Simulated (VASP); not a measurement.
A run of VASP 6.6.1 is set up as follows.

The input INCAR:

```
ALGO = Normal ; EDIFF = 1E-7
ENCUT = 520 ; GGA = PE
ISIF = 2 ; ISMEAR = -1
LASPH = T ; LCHARG = F
LREAL = F ; LWAVE = F
NBANDS = 20 ; NELM = 80
PREC = Accurate ; SIGMA = 0.02
```

KPOINTS

```
k-points
0
Gamma
  12 12 4
```

The input POSCAR:

```
SnSe2
1.0
    4.0328549378      0.0000000000      0.0000000000
   -2.0164274689      3.3126764923      0.0000000000
    0.0000000000      0.0000000000      6.2270790415
Sn Se
1 2
Direct
    0.0000000000      0.0000000000      0.0000000000
    0.3332854726      0.6665709452      0.2483560161
    0.6667145274      0.3334290548      0.7516439839
```

Potentials or basis: VASP PAW PBE potentials, release 64 (Sn_d, Se).

The run is started by

```bash
$ cat potpaw_PBE.64/Sn_d/POTCAR potpaw_PBE.64/Se/POTCAR > POTCAR
$ mpirun -np 1 vasp_std > vasp.out
```

**Question.** Estimate the band gap on the k mesh.

**Answer.** 0.36 eV (least direct gap 0.63 eV).

**Question.** What does it give for the pressure?

**Answer.** 0.5 GPa.

**Question.** Estimate the largest force.

**Answer.** 0.243 eV/Å.

Stress tensor (GPa, compression positive):
```
-1.83  0.00  0.00
 0.00  1.29  0.13
 0.00  0.13  2.13
```

Caveat: the cell differs from its parent crystal (uniaxial x strain +5.4%); semilocal functionals underestimate gaps, and a narrow one can read as zero; spin-orbit coupling is left out, which moves the levels of the heavy elements; this functional lacks dispersion, which binds layers or chains, so the pressure and a relaxed spacing across them are unreliable. A k mesh can miss the band edges.
